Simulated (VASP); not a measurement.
# SnSe2 (P-3m1) in VASP: single point with PBE-based global hybrid with 75 % exact exchange

Aim: the single point of SnSe2 with PBE-based global hybrid with 75 % exact exchange.

All numbers are computed with VASP 6.6.1; they aren't measurements. Logs are shortened: lines on timing, memory, paths and dates and some standing lists are left out, and cuts for length are marked.

## (1) The cell of the first run

Symmetry: P-3m1, No. 164, trigonal system. The conventional cell has a = 3.825 Å, b = 3.825 Å, c = 6.227 Å, α = 90.00°, β = 90.00°, γ = 120.00°. Within 3.6 Å of Sn (site symmetry -3m) lie 6 Se at 2.71 Å. Se (site symmetry 3m) has 3 Sn at 2.71 Å within 3.6 Å.

## (2) Single point, PBE-based global hybrid with 75 % exact exchange

POSCAR

```
SnSe2
1.0
    3.8251638404      0.0000000000      0.0000000000
   -1.9125819202      3.3126890594      0.0000000000
    0.0000000000      0.0000000000      6.2270561301
Sn Se
1 2
Direct
    0.0000000000      0.0000000000      0.0000000000
    0.3333333333      0.6666666667      0.2530760434
    0.6666666667      0.3333333333      0.7469239566
```

INCAR.step1

```
SYSTEM = SnSe2
PREC = Accurate
ENCUT = 520
EDIFF = 1E-5
ISMEAR = 0
SIGMA = 0.01
LREAL = .False.
LASPH = .True.
NELM = 80
ALGO = Normal
ISIF = 2
LWAVE = .True.
GGA = PE
NBANDS = 20
```

INCAR.step2

```
SYSTEM = SnSe2
PREC = Accurate
ENCUT = 520
EDIFF = 1E-6
ISMEAR = 0
SIGMA = 0.01
LREAL = .False.
LASPH = .True.
NELM = 80
ALGO = Normal
ISIF = 2
LWAVE = .False.
LCHARG = .True.
GGA = PE
LHFCALC = .True.
AEXX = 0.75
PRECFOCK = Normal
LELF = .True.
LVHAR = .True.
ISTART = 1
NBANDS = 20
```

KPOINTS

```
Automatic mesh
0
Gamma
  6 6 2
  0 0 0
```

Potentials or basis: VASP PAW PBE potentials, release 64 (Sn_d, Se).

The run is started by

```
$ cat potpaw_PBE.64/Sn_d/POTCAR potpaw_PBE.64/Se/POTCAR > POTCAR
$ cp INCAR.step1 INCAR
$ mpirun -np 1 vasp_std > vasp.out
$ cp INCAR.step2 INCAR
$ mpirun -np 1 vasp_std > vasp.out
```

OUTCAR:

```text
SYSTEM = SnSe2
   PREC = Accurate
   ENCUT = 520
   EDIFF = 1E-6
   ISMEAR = 0
   LREAL = .False.
   LASPH = .True.
   NELM = 80
   ISIF = 2
   GGA = PE
   LHFCALC = .True.
   AEXX = 0.75
   PRECFOCK = Normal
   ISTART = 1

 ion  position               nearest neighbor table
   1  0.000  0.000  0.000-   2 2.71   3 2.71   2 2.71   3 2.71   3 2.71   2 2.71
   2  0.333  0.667  0.253-   1 2.71   1 2.71   1 2.71
   3  0.667  0.333  0.747-   1 2.71   1 2.71   1 2.71

  LATTYP: Found a hexagonal cell.
 ALAT       =     3.8251638404
 C/A-ratio  =     1.6279188003

  Lattice vectors:

 A1 = (   3.8251638404,   0.0000000000,   0.0000000000)
 A2 = (  -1.9125819202,   3.3126890594,   0.0000000000)
 A3 = (   0.0000000000,   0.0000000000,   6.2270561301)

Analysis of symmetry for initial positions (statically):
=====================================================================
 Subroutine PRICEL returns:
 Original cell was already a primitive cell.

 Routine SETGRP: Setting up the symmetry group for a
 hexagonal supercell.

 Subroutine GETGRP returns: Found 12 space group operations
 (whereof 12 operations were pure point group operations)
 out of a pool of 24 trial point group operations.

The static configuration has the point symmetry D_3d.

Analysis of symmetry for dynamics (positions and initial velocities):
=====================================================================
 Subroutine PRICEL returns:
 Original cell was already a primitive cell.

 Routine SETGRP: Setting up the symmetry group for a
 hexagonal supercell.

 Subroutine GETGRP returns: Found 12 space group operations
 (whereof 12 operations were pure point group operations)
 out of a pool of 24 trial point group operations.

The dynamic configuration has the point symmetry D_3d.

 Subroutine INISYM returns: Found 12 space group operations
 (whereof 12 operations are pure point group operations),
 and found     1 'primitive' translations

----------------------------------------------------------------------------------------

                                     Primitive cell

  volume of cell :      78.9066

  direct lattice vectors                    reciprocal lattice vectors
     3.825163840  0.000000000  0.000000000     0.261426711  0.150934782  0.000000000
    -1.912581920  3.312689059  0.000000000     0.000000000  0.301869563  0.000000000
     0.000000000  0.000000000  6.227056130     0.000000000  0.000000000  0.160589527

  length of vectors
     3.825163840  3.825163840  6.227056130     0.301869563  0.301869563  0.160589527

  position of ions in fractional coordinates (direct lattice)
     0.000000000  0.000000000  0.000000000
     0.333333333  0.666666667  0.253076043
     0.666666667  0.333333333  0.746923957

  ion indices of the primitive-cell ions
   primitive index   ion index
                 1           1
                 2           2
                 3           3

----------------------------------------------------------------------------------------

 KPOINTS: Automatic mesh

Automatic generation of k-mesh.
 Grid dimensions read from file:
 generate k-points for:    6    6    2

 Generating k-lattice:

  Cartesian coordinates                     Fractional coordinates (reciprocal lattice)
     0.043571118  0.025155797  0.000000000     0.166666667  0.000000000  0.000000000
     0.000000000  0.050311594  0.000000000     0.000000000  0.166666667  0.000000000
     0.000000000  0.000000000  0.080294764     0.000000000  0.000000000  0.500000000

  Length of vectors
     0.050311594  0.050311594  0.080294764

  Shift w.r.t. Gamma in fractional coordinates (k-lattice)
     0.000000000  0.000000000  0.000000000

 Subroutine IBZKPT returns following result:
 ===========================================

 Found     14 irreducible k-points:

 Following reciprocal coordinates:
            Coordinates               Weight
  0.000000  0.000000  0.000000      1.000000
  0.166667  0.000000  0.000000      6.000000
  0.333333 -0.000000  0.000000      6.000000
  0.500000  0.000000  0.000000      3.000000
  0.166667  0.166667  0.000000      6.000000
  0.333333  0.166667  0.000000     12.000000
  0.333333  0.333333  0.000000      2.000000
  0.000000  0.000000  0.500000      1.000000
  0.166667  0.000000  0.500000      6.000000
  0.333333 -0.000000  0.500000      6.000000
  0.500000  0.000000  0.500000      3.000000
  0.166667  0.166667  0.500000      6.000000
  0.333333  0.166667  0.500000     12.000000
  0.333333  0.333333  0.500000      2.000000
   k-points           NKPTS =     14   k-points in BZ     NKDIM =     72   number of bands    NBANDS=     20
   number of dos      NEDOS =    301   number of ions     NIONS =      3
   total plane-waves  NPLWV =  37632
   dimension x,y,z NGX =    28 NGY =   28 NGZ =   48
   dimension x,y,z NGXF=    56 NGYF=   56 NGZF=   96
   ions per type =               1   2
   NGX,Y,Z   is equivalent  to a cutoff of  12.17, 12.17, 12.81 a.u.
   NGXF,Y,Z  is equivalent  to a cutoff of  24.34, 24.34, 25.63 a.u.
 SYSTEM =  SnSe2
   PREC   = accura    normal or accurate (medium, high low for compatibility)
   ISTART =      1    job   : 0-new  1-cont  2-samecut
   ICHARG =      0    charge: 1-file 2-atom 10-const
   ISPIN  =      1    spin polarized calculation?
   LNONCOLLINEAR =      F non collinear calculations
   LSORBIT =      F    spin-orbit coupling
   LASPH  =      T    aspherical Exc in radial PAW
   ENCUT  =  520.0 eV  38.22 Ry    6.18 a.u.   7.11  7.11 11.58*2*pi/ulx,y,z
   NELM   =     80;   NELMIN=  2; NELMDL=  0     # of ELM steps
   EDIFF  = 0.1E-05   stopping-criterion for ELM
   LREAL  =      F    real-space projection
   EDIFFG = 0.1E-04   stopping-criterion for IOM
   NSW    =      0    number of steps for IOM
   IBRION =     -1    ionic relax: 0-MD 1-quasi-New 2-CG
   NFREE  =      0    steps in history (QN), initial steepest desc. (CG)
   ISIF   =      2    stress and relaxation
   ISYM   =      3    0-nonsym 1-usesym 2-fastsym
   POTIM  = 0.5000    time-step for ionic-motion
   TEBEG  =    0.0;   TEEND  =   0.0 temperature during run
   PSTRESS=    0.0 pullay stress
   NELECT =      26.0000    total number of electrons
   NUPDOWN=      -1.0000    fix difference up-down
   EMIN   =  10.00;   EMAX   =-10.00  energy-range for DOS
   EFERMI =   0.00;   METHOD = LEGACY
   ISMEAR =     0;   SIGMA  =   0.01  broadening in eV -4-tet -1-fermi 0-gaus
   EFERMI_NEDOS =   21; number of points for ismear=-14 and -15
   IALGO  =     38    algorithm
   IMIX   =      1    mixing-type and parameters
     AMIX     =   0.40;   BMIX     =  1.00
     AMIX_MAG =   1.60;   BMIX_MAG =  1.00
  volume/ion in A,a.u.               =      26.30       177.50
  Fermi-wavevector in a.u.,A,eV,Ry     =   1.130737  2.136782 17.395936  1.278565
  Thomas-Fermi vector in A             =   2.267434
   LORBIT       =      0    0 simple, 1 ext, 2 COOP (PROOUT), +10 PAW based schemes
   GGA     = PE    functional components
   LHFCALC =     T    Hartree Fock is set to
   PRECFOCK=normal    Normal, Fast or Accurate (Low or Medium for compatibility)
   ENCUT4O =  -1.0   cutoff for four orbital integrals eV
   NKREDX  =     1    reduce k-point grid by
   NKREDY  =     1    reduce k-point grid by
   NKREDZ  =     1    reduce k-point grid by
   AEXX    =    0.7500 exact exchange contribution
   HFSCREEN=    0.0000 screening length (either q_TF or 0.3 A-1)
   HFSCREENC=   0.0000 screening length for correlation (either q_TF or 0.3 A-1)
   ENCUTFOCK=  -1.0 apply spherical cutoff to Coloumb kernel
   IVDW    =     0    specifies the selected vdW correction
   LEPSILON=     F    determine dielectric tensor
   LRPA    =     F    only Hartree local field effects (RPA)
 non-spin polarized calculation
 Gauss-broadening in eV      SIGMA  =   0.01
  energy-cutoff  :      520.00
  volume of cell :       78.91
 maximum number of plane-waves:      2148
  NGX = 24; NGY = 24; NGZ = 36

 number of electron      26.0000000 magnetization

 Free energy of the ion-electron system (eV)
  ---------------------------------------------------
  ext. energy  EPLUGINS =         0.00000000
  ---------------------------------------------------
  free energy    TOTEN  =       -25.25111935 eV

  energy without entropy =      -25.25111935  energy(sigma->0) =      -25.25111935

 E-fermi :   1.2197     XC(G=0):  -3.4946

 val. band max:        1.1073627685   @ k =   0.1667   0.0000   0.0000
 cond. band min:       6.2207608360   @ k =   0.5000   0.0000   0.5000
 fundamental gap:      5.1133980675
 Fermi energy:         1.2197142614

 k-point     1 :       0.0000    0.0000    0.0000
  band No.  band energies     occupation
      1     -26.4044      2.00000
      2     -26.4044      2.00000
      3     -26.3090      2.00000
      4     -26.2977      2.00000
      5     -26.2977      2.00000
      6     -16.6866      2.00000
[... 12 lines left out ...]
     19      15.4230      0.00000
     20      15.4230      0.00000

 k-point     2 :       0.1667    0.0000    0.0000
  band No.  band energies     occupation
      1     -26.4206      2.00000
      2     -26.3992      2.00000
      3     -26.3050      2.00000
      4     -26.2985      2.00000
      5     -26.2931      2.00000
      6     -16.3391      2.00000
[... 12 lines left out ...]
     19      14.5716      0.00000
     20      15.7738      0.00000

 k-point     3 :       0.3333   -0.0000    0.0000
  band No.  band energies     occupation
      1     -26.4541      2.00000
      2     -26.3922      2.00000
      3     -26.3128      2.00000
      4     -26.2829      2.00000
      5     -26.2801      2.00000
      6     -15.4132      2.00000
[... 12 lines left out ...]
     19      15.5604      0.00000
     20      16.3473      0.00000

 k-point     4 :       0.5000    0.0000    0.0000
  band No.  band energies     occupation
      1     -26.4710      2.00000
      2     -26.3903      2.00000
      3     -26.3171      2.00000
      4     -26.2745      2.00000
      5     -26.2718      2.00000
      6     -14.6161      2.00000
[... 199 lines left out ...]
 k-point    13 :       0.3333    0.1667    0.5000
  band No.  band energies     occupation
      1     -26.4565      2.00000
      2     -26.4034      2.00000
      3     -26.3081      2.00000
      4     -26.2835      2.00000
      5     -26.2735      2.00000
      6     -14.5607      2.00000
[... 12 lines left out ...]
     19      14.6944      0.00000
     20      16.3790      0.00000

 k-point    14 :       0.3333    0.3333    0.5000
  band No.  band energies     occupation
      1     -26.4329      2.00000
      2     -26.4329      2.00000
      3     -26.2915      2.00000
      4     -26.2915      2.00000
      5     -26.2779      2.00000
      6     -14.0306      2.00000
[... 12 lines left out ...]
     19      15.6620      0.00000
     20      15.7016      0.00000

------------------------ aborting loop because EDIFF is reached ----------------------------------------

  FORCE on cell =-STRESS in cart. coord.  units (eV):
  Direction    XX          YY          ZZ          XY          YZ          ZX
  --------------------------------------------------------------------------------------
  -------------------------------------------------------------------------------------
  Total       -2.9963995     -2.9963995     -3.2236225      0.0000000      0.0000000      0.0000000
  in kB      -60.8410652    -60.8410652    -65.4547650      0.0000000      0.0000000      0.0000000
  external PRESSURE =     -62.3789651 kB  Pullay stress =       0.0000000 kB

 VOLUME and BASIS-vectors are now :
 -----------------------------------------------------------------------------
  energy-cutoff  :      520.00
  volume of cell :       78.91
      direct lattice vectors                 reciprocal lattice vectors
     3.825163840  0.000000000  0.000000000     0.261426711  0.150934782  0.000000000
    -1.912581920  3.312689059  0.000000000     0.000000000  0.301869563  0.000000000
     0.000000000  0.000000000  6.227056130     0.000000000  0.000000000  0.160589527

 POSITION                                       TOTAL-FORCE (eV/Angst)
 -----------------------------------------------------------------------------------
      0.00000      0.00000      0.00000         0.000000      0.000000      0.000000
     -0.00000      2.20846      1.57592        -0.000000      0.000000     -1.165562
      1.91258      1.10423      4.65114        -0.000000     -0.000000      1.165562
 -----------------------------------------------------------------------------------
    total drift:                                0.000000      0.000000      0.000002

  FREE ENERGIE OF THE ION-ELECTRON SYSTEM (eV)
  ---------------------------------------------------
  free  energy   TOTEN  =       -25.2511193463 eV

  energy  without entropy=      -25.2511193463  energy(sigma->0) =      -25.25111935
```

Wall time 65 min (1 thread of Intel Xeon 8259CL, shared host); peak memory 0.23 GiB.

What came out:

| Item | Value |
| --- | --- |
| Free energy | -25.2511 eV |
| Pressure | -6.2 GPa |
| Largest force | 1.166 eV/Å |
| Band gap on the k mesh | 5.11 eV (least direct gap 5.76 eV) |

Forces on the atoms (eV/Å):
```
Sn   0.000  0.000  0.000
Se   0.000  0.000 -1.166
Se   0.000  0.000  1.166
```

Stress tensor (GPa, compression positive):
```
-6.08  0.00  0.00
 0.00 -6.08  0.00
 0.00  0.00 -6.55
```

Caveat: the k points lie up to 0.50 Å⁻¹ apart; the PAW data sets were made with another functional, which shifts forces and pressure a little; spin-orbit coupling is left out, which moves the levels of the heavy elements. A k mesh can miss the band edges.
